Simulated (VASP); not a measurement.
# SbP5: single point with PBE

Crystal: SbP5.

```
Sb P
1.0
     4.81140    0.00000    0.00000
    -2.40570    4.16679    0.00000
     0.00000    0.00000    5.43296
Sb P
1 5
Direct
  0.00000 0.00000 0.50000
  0.33333 0.66667 0.70776
  0.66667 0.33333 0.70776
  0.66667 0.33333 0.29224
  0.33333 0.66667 0.29224
  0.00000 0.00000 0.00000
```

The cell was generated, and may not be a known phase.

- Program: VASP 6.6.1
- Task: single point
- Functional: PBE
- Potentials or basis: VASP PAW PBE potentials, release 64 (Sb, P)
- Cutoff: 520 eV
- k mesh: 12 × 12 × 8
- Occupations: gaussian, width 0.1 eV
- Spin: no spin polarisation
- Dipole correction: no
- Further INCAR settings: ALGO = Normal; EDIFF = 1e-07; NBANDS = 24

```json
{
  "Pressure": "-0.2 GPa",
  "Largest force": "0.038 eV/Å",
  "Band gap on the k mesh": "zero (bands 15 and 16 overlap by 2.27 eV)"
}
```

Forces on the atoms (eV/Å):
```
Sb   0.000  0.000  0.000
P    0.000  0.000 -0.038
P    0.000  0.000 -0.038
P    0.000  0.000  0.038
P    0.000  0.000  0.038
P    0.000  0.000  0.000
```

Stress tensor (GPa, compression positive):
```
-0.13  0.00  0.00
 0.00 -0.13  0.00
 0.00  0.00 -0.28
```

Levels at points of the mesh, in eV from the Fermi level:
| k point | band 12 | band 13 | band 14 | band 15 | band 16 | band 17 | band 18 | band 19 |
| --- | --- | --- | --- | --- | --- | --- | --- | --- |
| (0.00, 0.00, 0.00) | -3.35 | -2.50 | -1.98 | -1.98 | -0.18 | -0.18 | 0.56 | 0.56 |
| (0.50, 0.00, 0.00) | -1.43 | -1.23 | -0.98 | 0.40 | 1.18 | 1.21 | 1.27 | 2.69 |
| (0.00, 0.00, 0.50) | -2.80 | -2.80 | -2.52 | -2.52 | -1.35 | -0.19 | 1.34 | 3.42 |
| (0.50, 0.00, 0.50) | -1.00 | -0.98 | -0.92 | 0.45 | 0.69 | 0.86 | 1.26 | 1.66 |

It took 2.9 min on 1 thread of Intel(R) Xeon(R) Platinum 8488C (Sapphire Rapids) (shared host), peak memory 0.35 GiB.

Caveat: spin-orbit coupling is left out, which moves the levels of the heavy elements.
